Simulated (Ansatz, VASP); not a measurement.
One calculation of Cu, two programs

Contents of INCAR:

```
SYSTEM = Cu
  PREC = Accurate
  ENCUT = 520
  EDIFF = 1E-6
  ISMEAR = 0
  SIGMA = 0.15
  LREAL = .False.
  LASPH = .True.
  NELM = 100
  ALGO = Normal
  ISIF = 2
  LWAVE = .False.
  LCHARG = .False.
  GGA = PE
  NBANDS = 12
```

File KPOINTS:

```
regular mesh
0
Gamma
  22 22 22
  0 0 0
```

File POSCAR:

```
Cu
1.0
   -1.5223500000      1.5223500000      1.4280500000
    1.5223500000     -1.5223500000      1.4280500000
    1.5223500000      1.5223500000     -1.4280500000
Cu
1
Direct
    0.0000000000      0.0000000000      0.0000000000
```

Input for Ansatz:

```yaml
crystal:
  lattice:
    - [-1.52235, 1.52235, 1.42805]
    - [1.52235, -1.52235, 1.42805]
    - [1.52235, 1.52235, -1.42805]
  atoms:
    - { symbol: Cu, position: [0.0, 0.0, 0.0] }
basis:
  ecutwfc: 520.0
kpoints:
  mp_grid: { grid: [22, 22, 22] }
hamiltonian:
  xc: pbe
  pseudopotentials: { kind: paw, azcp: { folder: soft_1 } }
scf:
  occupations: { method: gaussian, width: 0.15 }
output:
  forces: true
  stress: true
  eigenvalues: true
```

Alike in both runs: task single point; functional PBE; k mesh 22 × 22 × 22; occupations gaussian, width 0.15 eV; no spin polarisation.

|  | VASP | Ansatz |
| --- | --- | --- |
| version | VASP 6.6.1 | Ansatz 0.2.0 |
| potentials or method | VASP PAW PBE potentials, release 64 (Cu), cutoff 520 eV | scalar-relativistic, plane waves, PAW |
| valence electrons in the cell | 11 | 19 |

Ansatz gave:

```
gap on the k mesh at the Fermi level (eV)                     : none
pressure (GPa)                                                : -10.6
traceless stress, the component that is largest in VASP (GPa) : -0.24
```

Problem. Which values does VASP return?

Solution. gap on the k mesh at the Fermi level (eV): none; pressure (GPa): -9.8; traceless stress, the component that is largest in VASP (GPa): -0.24.

A gap of «none» marks a metal or a gap that the smearing closes. With one functional, cell and mesh, what is left measures potentials, basis and numerics. VASP's potentials hold 11 valence electrons a cell and Ansatz's 19, so a difference there can come from the potentials and not from the codes.
